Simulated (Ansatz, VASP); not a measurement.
## One calculation of BaTiO3, two programs

File INCAR:

```
SYSTEM = BaTiO3
  ALGO = Normal
  EDIFF = 1E-6
  ENCUT = 520
  GGA = PE
  ISIF = 2
  ISMEAR = -1
  LASPH = .True.
  LCHARG = .False.
  LREAL = .False.
  LWAVE = .False.
  NBANDS = 28
  NELM = 100
  PREC = Accurate
  SIGMA = 0.05
```

The input KPOINTS:

```
k-points
0
Gamma
  8 8 8
  0 0 0
```

File POSCAR:

```
BaTiO3
1.0
    4.0073000000     -0.0200365000     -0.0200365000
   -0.0200365000      4.0073000000     -0.0200365000
   -0.0200365000     -0.0200365000      4.0073000000
Ba Ti O
1 1 3
Direct
    0.5000000000      0.5000000000      0.5000000000
    0.0000000000      0.0000000000      0.0000000000
    0.5000000000      0.0000000000      0.0000000000
    0.0000000000      0.5000000000      0.0000000000
    0.0000000000      0.0000000000      0.5000000000
```

Input for Ansatz:

```yaml
crystal:
  lattice:
    - [4.0073, -0.0200365, -0.0200365]
    - [-0.0200365, 4.0073, -0.0200365]
    - [-0.0200365, -0.0200365, 4.0073]
  atoms:
    - { symbol: Ba, position: [0.5, 0.5, 0.5] }
    - { symbol: Ti, position: [0.0, 0.0, 0.0] }
    - { symbol: O, position: [0.5, 0.0, 0.0] }
    - { symbol: O, position: [0.0, 0.5, 0.0] }
    - { symbol: O, position: [0.0, 0.0, 0.5] }
kpoints:
  mp_grid: { grid: [8, 8, 8] }
  band_path:
    path:
      - [0.0, 0.0, 0.0]
      - [0.5, 0.0, 0.0]
      - [0.5, -0.5, 0.5]
      - [0.4901240068, -0.5098759932, 0.4901240068]
      - [0.4901240068, 0.4901240068, 0.4901240068]
      - [0.0, 0.0, 0.0]
      - [0.5, -0.5, 0.0]
    npoints: 5
scf:
  occupations: { method: fermi_dirac, width: 0.05 }
hamiltonian:
  xc: pbe
  pseudopotentials: { kind: all_electron, lapw: { basis_error: 0.001 } }
output:
  forces: true
  stress: true
  eigenvalues: true
```

Change from the starting cell: equal xy, yz and zx shear strains of -1 %.

Alike in both runs: task single point; functional PBE; k mesh 8 × 8 × 8; occupations fermi-dirac, width 0.05 eV; no spin polarisation.

|  | VASP | Ansatz |
| --- | --- | --- |
| version | VASP 6.6.1 | Ansatz 0.2.0 |
| potentials or method | VASP PAW PBE potentials, release 64 (Ba_sv, Ti_sv, O), cutoff 520 eV | all-electron LAPW, scalar-relativistic |

VASP gave:

* pressure (GPa): 3.3
* traceless stress, the component that is largest in VASP (GPa): 1.25

Task: Estimate Ansatz's values.

Result: Pressure (GPa): 1.5; traceless stress, the component that is largest in VASP (GPa): 1.22.

Ansatz ran all-electron here, and VASP with PAW potentials.

Neither program's run includes spin-orbit coupling.
